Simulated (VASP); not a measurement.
# Ga (Cmce) in VASP: notebook, part 2 of 3

VASP 6.6.1. Earlier steps stand in the parts before.

### 4 Electric field gradients, PBE (19.08 Å³/atom)

This run uses another cell than the first one, of 19.08 Å³/atom.

The input, INCAR:

```
ALGO = Normal
EDIFF = 1E-8
ENCUT = 520
GGA = PE
ISIF = 2
ISMEAR = -1
LASPH = True
LCHARG = False
LEFG = True
LREAL = False
LWAVE = False
NBANDS = 34
NELM = 80
PREC = Accurate
SIGMA = 0.05
```

The input, KPOINTS:

```
k-points
0
Gamma
  9 9 8
```

The input, POSCAR:

```
Ga
1.0
    2.2402129667     -3.7967455357      0.0000000000
    2.2402129667      3.7967455357      0.0000000000
    0.0000000000      0.0000000000      4.4863856638
Ga
4
Direct
    0.1525000000      0.8475000000      0.0785000000
    0.6525000000      0.3475000000      0.4215000000
    0.8475000000      0.1525000000      0.9215000000
    0.3475000000      0.6525000000      0.5785000000
```

Potentials or basis: VASP PAW PBE potentials, release 64 (Ga_d).

Launch:

```console
> cat potpaw_PBE.64/Ga_d/POTCAR > POTCAR
> mpirun -np 1 vasp_std > vasp.out
```

OUTCAR:

```text
EDIFF = 1E-8
   ENCUT = 520
   GGA = PE
   ISIF = 2
   ISMEAR = -1
   LASPH = True
   LREAL = False
   NELM = 80
   PREC = Accurate

 ion  position               nearest neighbor table
   1  0.153  0.847  0.078-   3 2.42   4 2.69   4 2.69   2 2.72   2 2.72   3 2.78   3 2.78
   2  0.653  0.347  0.422-   4 2.42   3 2.69   3 2.69   1 2.72   1 2.72   4 2.78   4 2.78
   3  0.847  0.153  0.922-   1 2.42   2 2.69   2 2.69   4 2.72   4 2.72   1 2.78   1 2.78
   4  0.347  0.653  0.578-   2 2.42   1 2.69   1 2.69   3 2.72   3 2.72   2 2.78   2 2.78

  LATTYP: Found a base centered orthorhombic cell.
 ALAT       =     4.4804259334
 B/A-ratio  =     1.6948145521
 C/A-ratio  =     1.0013301705

  Lattice vectors:

 A1 = (   2.2402129667,  -3.7967455357,   0.0000000000)
 A2 = (   2.2402129667,   3.7967455357,   0.0000000000)
 A3 = (   0.0000000000,   0.0000000000,   4.4863856638)

Analysis of symmetry for initial positions (statically):
=====================================================================
 Subroutine PRICEL returns:
[... 1095 lines left out ...]
      2.24021      2.63874      0.35218         0.000000     -0.430691      0.123674
      2.24021     -1.15801      1.89101         0.000000     -0.430691     -0.123674
      2.24021     -2.63874      4.13420         0.000000      0.430691     -0.123674
      2.24021      1.15801      2.59537         0.000000      0.430691      0.123674
 -----------------------------------------------------------------------------------
    total drift:                                0.000000      0.000000     -0.000000

  FREE ENERGIE OF THE ION-ELECTRON SYSTEM (eV)
  ---------------------------------------------------
  free  energy   TOTEN  =       -11.5439350779 eV

  energy  without entropy=      -11.5359770248  energy(sigma->0) =      -11.53995605

 Electric field gradients (V/A^2)
---------------------------------------------------------------------
 ion       V_xx      V_yy      V_zz      V_xy      V_xz      V_yz
---------------------------------------------------------------------
   1      30.333   -42.264    11.931    -0.000     0.000    26.562
   2      30.333   -42.264    11.931    -0.000     0.000   -26.562
   3      30.333   -42.264    11.931     0.000     0.000    26.562
   4      30.333   -42.264    11.931    -0.000    -0.000   -26.562
---------------------------------------------------------------------

 Electric field gradients after diagonalization (V/A^2)
 (convention: |V_zz| > |V_xx| > |V_yy|)
----------------------------------------------------------------------
 ion       V_xx      V_yy      V_zz     asymmetry (V_yy - V_xx)/ V_zz
----------------------------------------------------------------------
   1      30.333    22.778   -53.111       0.142
   2      30.333    22.778   -53.111       0.142
   3      30.333    22.778   -53.111       0.142
   4      30.333    22.778   -53.111       0.142
----------------------------------------------------------------------

           NMR quadrupolar parameters

 Cq : quadrupolar parameter    Cq=e*Q*V_zz/h
 eta: asymmetry parameters     (V_yy - V_xx)/ V_zz
 Q  : nuclear electric quadrupole moment in mb (millibarn)
----------------------------------------------------------------------
 ion       Cq(MHz)       eta       Q (mb)
----------------------------------------------------------------------
   1      -0.128       0.142       1.000
   2      -0.128       0.142       1.000
   3      -0.128       0.142       1.000
   4      -0.128       0.142       1.000
----------------------------------------------------------------------
```

It took 7.1 min on 1 thread of Intel Xeon 8259CL, shared host; peak memory 0.36 GiB.

What came out:

```yaml
Free_energy: -11.5439 eV
Pressure: 3.7 GPa
Largest_force: 0.448 eV/Å
Band_gap_on_the_k_mesh: zero (bands 26 and 27 overlap by 1.27 eV)
Largest_electric_field_gradient_by_atom: Ga -53.1 V/Å²
```

Forces on the atoms (eV/Å):
```
Ga   0.000 -0.431  0.124
Ga   0.000 -0.431 -0.124
Ga   0.000  0.431 -0.124
Ga   0.000  0.431  0.124
```

Electric field gradients, principal values (V/Å²):
```tsv
atom	least	middle	greatest (by size)
1 Ga	22.778	30.333	-53.111
2 Ga	22.778	30.333	-53.111
3 Ga	22.778	30.333	-53.111
4 Ga	22.778	30.333	-53.111
```

Caveat: the cell stands under pressure; without QUAD_EFG the Cq values of the log hold for a quadrupole moment of 1 mb, not for the nuclei.

### 5 Electric field gradients, PBE (19.66 Å³/atom)

This run uses another cell than the first one, of 19.66 Å³/atom.

The input, INCAR:

```
SYSTEM = Ga
  PREC = Accurate
  ENCUT = 520
  EDIFF = 1E-8
  ISMEAR = -1
  SIGMA = 0.05
  LREAL = .FALSE.
  LASPH = .TRUE.
  NELM = 80
  ALGO = Normal
  ISIF = 2
  LWAVE = .FALSE.
  LCHARG = .FALSE.
  GGA = PE
  LEFG = .TRUE.
  NBANDS = 34
```

The input, KPOINTS:

```
Automatic mesh
0
G
  9 9 8
  0 0 0
```

The input, POSCAR:

```
Ga
1.0
    2.2628429122     -3.8350990966      0.0000000000
    2.2628429122      3.8350990966      0.0000000000
    0.0000000000      0.0000000000      4.5317057581
Ga
4
Direct
    0.1525000000      0.8475000000      0.0785000000
    0.6525000000      0.3475000000      0.4215000000
    0.8475000000      0.1525000000      0.9215000000
    0.3475000000      0.6525000000      0.5785000000
```

Potentials or basis: VASP PAW PBE potentials, release 64 (Ga_d).

Launch:

```console
> cat potpaw_PBE.64/Ga_d/POTCAR > POTCAR
> mpirun -np 1 vasp_std > vasp.out
```

OUTCAR:

```text
SYSTEM = Ga
   PREC = Accurate
   ENCUT = 520
   EDIFF = 1E-8
   ISMEAR = -1
   LREAL = .FALSE.
   LASPH = .TRUE.
   NELM = 80
   ISIF = 2
   GGA = PE

 ion  position               nearest neighbor table
   1  0.153  0.847  0.078-   3 2.45   4 2.71   4 2.71   2 2.75   2 2.75   3 2.80   3 2.80
   2  0.653  0.347  0.422-   4 2.45   3 2.71   3 2.71   1 2.75   1 2.75   4 2.80   4 2.80
   3  0.847  0.153  0.922-   1 2.45   2 2.71   2 2.71   4 2.75   4 2.75   1 2.80   1 2.80
   4  0.347  0.653  0.578-   2 2.45   1 2.71   1 2.71   3 2.75   3 2.75   2 2.80   2 2.80

  LATTYP: Found a base centered orthorhombic cell.
 ALAT       =     4.5256858244
 B/A-ratio  =     1.6948145521
 C/A-ratio  =     1.0013301705

  Lattice vectors:

 A1 = (   2.2628429122,  -3.8350990966,   0.0000000000)
 A2 = (   2.2628429122,   3.8350990966,   0.0000000000)
 A3 = (   0.0000000000,   0.0000000000,   4.5317057581)

Analysis of symmetry for initial positions (statically):
=====================================================================
 Subroutine PRICEL returns:
 Original cell was already a primitive cell.

 Routine SETGRP: Setting up the symmetry group for a
 base centered orthorhombic supercell.

 Subroutine GETGRP returns: Found  8 space group operations
 (whereof  4 operations were pure point group operations)
 out of a pool of  8 trial point group operations.

The static configuration has the point symmetry C_2h.
 The point group associated with its full space group is D_2h.

Analysis of symmetry for dynamics (positions and initial velocities):
=====================================================================
 Subroutine PRICEL returns:
 Original cell was already a primitive cell.

 Routine SETGRP: Setting up the symmetry group for a
 base centered orthorhombic supercell.

[... 1058 lines left out ...]
  --------------------------------------------------------------------------------------
  -------------------------------------------------------------------------------------
  Total        0.5639610      1.6461672      0.4921031      0.0000000      0.0000000      0.0000000
  in kB       11.4878021     33.5321824     10.0240679      0.0000000      0.0000000      0.0000000
  external PRESSURE =      18.3480175 kB  Pullay stress =       0.0000000 kB

 VOLUME and BASIS-vectors are now :
 -----------------------------------------------------------------------------
  energy-cutoff  :      520.00
  volume of cell :       78.65
      direct lattice vectors                 reciprocal lattice vectors
     2.262842912 -3.835099097  0.000000000     0.220960986 -0.130374728  0.000000000
     2.262842912  3.835099097  0.000000000     0.220960986  0.130374728  0.000000000
     0.000000000  0.000000000  4.531705758     0.000000000  0.000000000  0.220667460

 POSITION                                       TOTAL-FORCE (eV/Angst)
 -----------------------------------------------------------------------------------
      2.26284      2.66539      0.35574         0.000000     -0.415188      0.113746
      2.26284     -1.16971      1.91011         0.000000     -0.415188     -0.113746
      2.26284     -2.66539      4.17597         0.000000      0.415188     -0.113746
      2.26284      1.16971      2.62159         0.000000      0.415188      0.113746
 -----------------------------------------------------------------------------------
    total drift:                                0.000000      0.000000     -0.000000

  FREE ENERGIE OF THE ION-ELECTRON SYSTEM (eV)
  ---------------------------------------------------
  free  energy   TOTEN  =       -11.5841614402 eV

  energy  without entropy=      -11.5757341643  energy(sigma->0) =      -11.57994780

 Electric field gradients (V/A^2)
---------------------------------------------------------------------
 ion       V_xx      V_yy      V_zz      V_xy      V_xz      V_yz
---------------------------------------------------------------------
   1      28.945   -40.400    11.456     0.000     0.000    25.949
   2      28.945   -40.400    11.456    -0.000     0.000   -25.949
   3      28.945   -40.400    11.456     0.000     0.000    25.949
   4      28.945   -40.400    11.456    -0.000    -0.000   -25.949
---------------------------------------------------------------------

 Electric field gradients after diagonalization (V/A^2)
 (convention: |V_zz| > |V_xx| > |V_yy|)
----------------------------------------------------------------------
 ion       V_xx      V_yy      V_zz     asymmetry (V_yy - V_xx)/ V_zz
----------------------------------------------------------------------
   1      28.945    22.210   -51.155       0.132
   2      28.945    22.210   -51.155       0.132
   3      28.945    22.210   -51.155       0.132
   4      28.945    22.210   -51.155       0.132
----------------------------------------------------------------------

           NMR quadrupolar parameters

 Cq : quadrupolar parameter    Cq=e*Q*V_zz/h
 eta: asymmetry parameters     (V_yy - V_xx)/ V_zz
 Q  : nuclear electric quadrupole moment in mb (millibarn)
----------------------------------------------------------------------
 ion       Cq(MHz)       eta       Q (mb)
----------------------------------------------------------------------
   1      -0.124       0.132       1.000
   2      -0.124       0.132       1.000
   3      -0.124       0.132       1.000
   4      -0.124       0.132       1.000
----------------------------------------------------------------------
```

OSZICAR:

```text
N       E                     dE             d eps       ncg     rms          rms(c)
DAV:   1     0.357374538318E+03    0.35737E+03   -0.25448E+04  8780   0.289E+03
DAV:   2     0.321214870846E+02   -0.32525E+03   -0.31697E+03  8820   0.536E+02
DAV:   3    -0.102928277205E+02   -0.42414E+02   -0.41927E+02  9566   0.151E+02
DAV:   4    -0.116497343644E+02   -0.13569E+01   -0.13420E+01  9884   0.300E+01
DAV:   5    -0.116779302958E+02   -0.28196E-01   -0.28185E-01 10666   0.447E+00    0.251E+00
DAV:   6    -0.116004718389E+02    0.77458E-01   -0.19582E-01 10856   0.597E+00    0.139E+00
DAV:   7    -0.115849957699E+02    0.15476E-01   -0.57841E-02 12408   0.263E+00    0.306E-01
DAV:   8    -0.115839840762E+02    0.10117E-02   -0.14216E-02  9138   0.128E+00    0.475E-02
DAV:   9    -0.115841531735E+02   -0.16910E-03   -0.11980E-03  9276   0.354E-01    0.262E-02
DAV:  10    -0.115841587689E+02   -0.55954E-05   -0.21501E-04 10290   0.158E-01    0.673E-03
DAV:  11    -0.115841625019E+02   -0.37330E-05   -0.37472E-05  9710   0.679E-02    0.558E-03
DAV:  12    -0.115841614788E+02    0.10231E-05   -0.14648E-05 10428   0.458E-02    0.887E-04
DAV:  13    -0.115841615350E+02   -0.56276E-07   -0.14301E-06 11166   0.974E-03    0.426E-04
DAV:  14    -0.115841614490E+02    0.85991E-07   -0.83633E-08 10514   0.219E-03    0.114E-04
DAV:  15    -0.115841614402E+02    0.88839E-08   -0.43899E-09  5138   0.567E-04
   1 F= -.11584161E+02 E0= -.11579948E+02  d E =-.842728E-02
```

stdout:

```text
POSCAR found type information on POSCAR Ga
 POSCAR found :  1 types and       4 ions
 scaLAPACK will be used
 LDA part: xc-table for (Slater+PW92), standard interpolation
 POSCAR, INCAR and KPOINTS ok, starting setup
 FFT: planning ... GRIDC
 FFT: planning ... GRID_SOFT
 FFT: planning ... GRID
 WAVECAR not read
 entering main loop
ion   1

ion   2

ion   3

ion   4
```

Run time: 7 min. Hardware: 1 thread of Intel Xeon 8259CL, shared host; peak memory 0.36 GiB.

What came out:

```yaml
Free_energy: -11.5842 eV
Pressure: 1.8 GPa
Largest_force: 0.430 eV/Å
Band_gap_on_the_k_mesh: zero (bands 26 and 27 overlap by 1.26 eV)
Largest_electric_field_gradient_by_atom: Ga -51.2 V/Å²
```

Forces in eV/Å, atoms in the order of the input:
```
Ga   0.000 -0.415  0.114
Ga   0.000 -0.415 -0.114
Ga   0.000  0.415 -0.114
Ga   0.000  0.415  0.114
```

Electric field gradients, principal values (V/Å²):
```
atom   least  middle  greatest (by size)
1 Ga  22.210  28.945             -51.155
2 Ga  22.210  28.945             -51.155
3 Ga  22.210  28.945             -51.155
4 Ga  22.210  28.945             -51.155
```

Caveat: without QUAD_EFG the Cq values of the log hold for a quadrupole moment of 1 mb, not for the nuclei.

[end of part 2 of 3]
